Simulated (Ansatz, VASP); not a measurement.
**One calculation of LiH, two programs**

```
Li H
1.0
     0.00000    1.98805    1.98805
     1.98805    0.00000    1.98805
     1.98805    1.98805    0.00000
Li H
1 1
Direct
  0.00000 0.00000 0.00000
  0.50000 0.50000 0.50000
```

Alike in both runs: functional r2SCAN; k mesh 12 × 12 × 12; occupations fermi-dirac, width 0.02 eV; no spin polarisation.

Ansatz relaxed the structure, and its values are those at the end. VASP's run is a single point on that final structure, the one shown.

|  | VASP | Ansatz |
| --- | --- | --- |
| version | VASP 6.6.1 | Ansatz 0.2.0 |
| potentials or method | VASP PAW PBE potentials, release 64 (Li_sv, H), cutoff 520 eV | PAW plane waves |
| valence electrons in the cell | 4 | 4 |

Ansatz gave:

- gap on the k mesh at the Fermi level (eV): 3.62

Question: What did VASP give for the same quantities?

Answer: gap on the k mesh at the Fermi level (eV): 3.57.

VASP's potentials were made for PBE, not for r2SCAN. Ansatz's warnings: stress scf threshold loose.

Noted on VASP's run: the cutoff is short for stress, so the pressure is rough.
